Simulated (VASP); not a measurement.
# C (Pm-3m) in VASP: notebook, part 2 of 2

VASP 6.6.1. Earlier steps stand in the parts before.

## Step 6: Single point, BLYP (volume scaled by 1.08)

INCAR

```
PREC     = Accurate       # precision mode
ENCUT    = 520            # plane-wave cutoff, eV
EDIFF    = 1E-6           # SCF threshold, eV
ISMEAR   = -1             # smearing method
SIGMA    = 0.1            # smearing width, eV
LREAL    = F              # projectors in reciprocal space
LASPH    = T              # aspherical terms in the spheres
NELM     = 80             # most SCF steps
ALGO     = Normal         # electronic algorithm
ISIF     = 2              # what is computed and relaxed
LWAVE    = F              # write WAVECAR
LCHARG   = T              # write CHGCAR
GGA      = B5             # functional
ALDAX    = 1.0          
AGGAX    = 1.0          
AGGAC    = 1.0          
ALDAC    = 0.0          
LELF     = T              # ELF
LVHAR    = T            
NBANDS   = 8              # bands
```

KPOINTS

```
Automatic mesh
0
Gamma
  19 19 19
```

POSCAR

```
C
1.0
    1.8500983522      0.0000000000      0.0000000000
    0.0000000000      1.8500983522      0.0000000000
    0.0000000000      0.0000000000      1.8500983522
C
1
Direct
    0.0000000000      0.0000000000      0.0000000000
```

Potentials or basis: VASP PAW PBE potentials, release 64 (C).

The run is started by

```
$ cat potpaw_PBE.64/C/POTCAR > POTCAR
$ mpirun -np 1 vasp_std > vasp.out
```

OUTCAR:

```text
PREC = Accurate
   ENCUT = 520
   EDIFF = 1E-6
   ISMEAR = -1
   LREAL = F
   LASPH = T
   NELM = 80
   ISIF = 2
   GGA = B5

 ion  position               nearest neighbor table
   1  0.000  0.000  0.000-

  LATTYP: Found a simple cubic cell.
 ALAT       =     1.8500983522

  Lattice vectors:

 A1 = (   1.8500983522,   0.0000000000,   0.0000000000)
 A2 = (   0.0000000000,   1.8500983522,   0.0000000000)
 A3 = (   0.0000000000,   0.0000000000,   1.8500983522)

Analysis of symmetry for initial positions (statically):
=====================================================================
 Subroutine PRICEL returns:
 Original cell was already a primitive cell.

 Routine SETGRP: Setting up the symmetry group for a
 simple cubic supercell.

 Subroutine GETGRP returns: Found 48 space group operations
 (whereof 48 operations were pure point group operations)
 out of a pool of 48 trial point group operations.

The static configuration has the point symmetry O_h .

Analysis of symmetry for dynamics (positions and initial velocities):
=====================================================================
 Subroutine PRICEL returns:
 Original cell was already a primitive cell.

 Routine SETGRP: Setting up the symmetry group for a
 simple cubic supercell.

 Subroutine GETGRP returns: Found 48 space group operations
 (whereof 48 operations were pure point group operations)
 out of a pool of 48 trial point group operations.

The dynamic configuration has the point symmetry O_h .

 Subroutine INISYM returns: Found 48 space group operations
 (whereof 48 operations are pure point group operations),
 and found     1 'primitive' translations

----------------------------------------------------------------------------------------

                                     Primitive cell

[... 102 lines left out ...]
   EFERMI =   0.00;   METHOD = LEGACY
   ISMEAR =    -1;   SIGMA  =   0.10  broadening in eV -4-tet -1-fermi 0-gaus
   EFERMI_NEDOS =   21; number of points for ismear=-14 and -15
   IALGO  =     38    algorithm
   IMIX   =      4    mixing-type and parameters
     AMIX     =   0.40;   BMIX     =  1.00
     AMIX_MAG =   1.60;   BMIX_MAG =  1.00
  volume/ion in A,a.u.               =       6.33        42.73
  Fermi-wavevector in a.u.,A,eV,Ry     =   1.404645  2.654395 26.844682  1.973028
  Thomas-Fermi vector in A             =   2.527186
   LORBIT       =      0    0 simple, 1 ext, 2 COOP (PROOUT), +10 PAW based schemes
   GGA     = B5    functional components
   LHFCALC =     F    Hartree Fock is set to
   AEXX    =    0.0000 exact exchange contribution
   IVDW    =     0    specifies the selected vdW correction
   LEPSILON=     F    determine dielectric tensor
   LRPA    =     F    only Hartree local field effects (RPA)
 non-spin polarized calculation
  energy-cutoff  :      520.00
  volume of cell :        6.33
 maximum number of plane-waves:       178
 NGX is ok and might be reduce to    14
   NGX =  7   NGY =  7   NGZ =  7

 number of electron       4.0000000 magnetization

 Free energy of the ion-electron system (eV)
  ---------------------------------------------------
  ext. energy  EPLUGINS =         0.00000000
  ---------------------------------------------------
  free energy    TOTEN  =        -5.57483634 eV

  energy without entropy =       -5.56579103  energy(sigma->0) =       -5.57031368

 E-fermi :   9.1648     XC(G=0): -12.4464

 val. band max:        9.1587227891   @ k =   0.4211   0.3684   0.0000
 cond. band min:       9.2004920675   @ k =   0.4211   0.3684   0.0526
 fundamental gap:      0.0417692785
 Fermi energy:         9.1648064738

 k-point     1 :       0.0000    0.0000    0.0000
  band No.  band energies     occupation
      1     -10.7558      2.00000
      2      17.4862      0.00000
      3      17.4862      0.00000
      4      17.4862      0.00000
      5      33.8943      0.00000
      6      33.8943      0.00000
      7      37.9221      0.00000
      8      61.3414      0.00000
[... 243 lines left out ...]
 k-point    24 :       0.3158    0.1053    0.0000
  band No.  band energies     occupation
      1      -6.8257      2.00000
      2       5.8628      2.00000
      3      17.4475      0.00000
      4      19.5039      0.00000
      5      35.9057      0.00000
      6      39.2270      0.00000
      7      45.9392      0.00000
      8      48.9747      0.00000

 [... further k-points ...]
[... 5 lines left out ...]
  --------------------------------------------------------------------------------------
  -------------------------------------------------------------------------------------
  Total       -0.7109971     -0.7109971     -0.7109971      0.0000000      0.0000000      0.0000000
  in kB     -179.8845808   -179.8845808   -179.8845808      0.0000000      0.0000000      0.0000000
  external PRESSURE =    -179.8845808 kB  Pullay stress =       0.0000000 kB

 VOLUME and BASIS-vectors are now :
 -----------------------------------------------------------------------------
  energy-cutoff  :      520.00
  volume of cell :        6.33
      direct lattice vectors                 reciprocal lattice vectors
     1.850098352  0.000000000  0.000000000     0.540511805  0.000000000  0.000000000
     0.000000000  1.850098352  0.000000000     0.000000000  0.540511805  0.000000000
     0.000000000  0.000000000  1.850098352     0.000000000  0.000000000  0.540511805

 POSITION                                       TOTAL-FORCE (eV/Angst)
 -----------------------------------------------------------------------------------
      0.00000      0.00000      0.00000         0.000000      0.000000      0.000000
 -----------------------------------------------------------------------------------
    total drift:                                0.000000     -0.000000     -0.000000

  FREE ENERGIE OF THE ION-ELECTRON SYSTEM (eV)
  ---------------------------------------------------
  free  energy   TOTEN  =        -5.5748363407 eV

  energy  without entropy=       -5.5657910279  energy(sigma->0) =       -5.57031368
```

stdout:

```text
POSCAR found type information on POSCAR C
 POSCAR found :  1 types and       1 ions
 scaLAPACK will be used
 -----------------------------------------------------------------------------
|                                                                             |
|                                                                             |
|     You enforced a specific xc type in the INCAR file but a different       |
|     I HOPE YOU KNOW WHAT YOU ARE DOING!                                     |
|                                                                             |
 -----------------------------------------------------------------------------

 LDA part: xc-table for (Slater(with rela. corr.)+VWN5), standard interpolation
 POSCAR, INCAR and KPOINTS ok, starting setup
 FFT: planning ... GRIDC
 FFT: planning ... GRID_SOFT
 FFT: planning ... GRID
 WAVECAR not read
 entering main loop
```

Run time: 5 s. Hardware: 1 thread of Intel Xeon 6975P-C, shared host; peak memory 0.11 GiB.

Results:

| Property | Result |
| --- | --- |
| Free energy | -5.5748 eV |
| Pressure | -18.0 GPa |
| Band gap on the k mesh | zero (band 2 reaches 17.49 eV, above the bottom of band 3 at 6.33 eV) |

Levels at points of the mesh, in eV from the Fermi level:
| k point | band 1 | band 2 | band 3 | band 4 | band 5 |
| --- | --- | --- | --- | --- | --- |
| (0.00, 0.00, 0.00) | -19.92 | 8.32 | 8.32 | 8.32 | 24.73 |

Caveat: the PAW data sets were made with another functional, which shifts forces and pressure a little.

## Step 7: Summary

| cell | k mesh | gap on the mesh (eV) | pressure (GPa) |
| --- | --- | --- | --- |
| a = 1.803 Å, 1 atom | 16 × 16 × 16 | none | 0.3 |
| a = 1.754 Å, 1 atom | 19 × 19 × 19 | none | 28.9 |
| a = 1.779 Å, 1 atom | 19 × 19 × 19 | none | 12.8 |
| a = 1.827 Å, 1 atom | 19 × 19 × 19 | none | -10.2 |
| a = 1.850 Å, 1 atom | 19 × 19 × 19 | none | -18.0 |

Alike in all rows: task single point; level BLYP; potentials or basis VASP PAW PBE potentials, release 64 (C); no spin polarisation; cutoff (eV) 520; smearing fermi-dirac 0.1 eV.

Caveats: the PAW data sets were made with another functional, which shifts forces and pressure a little.

Absolute energies hang on the potentials; compare differences alone.
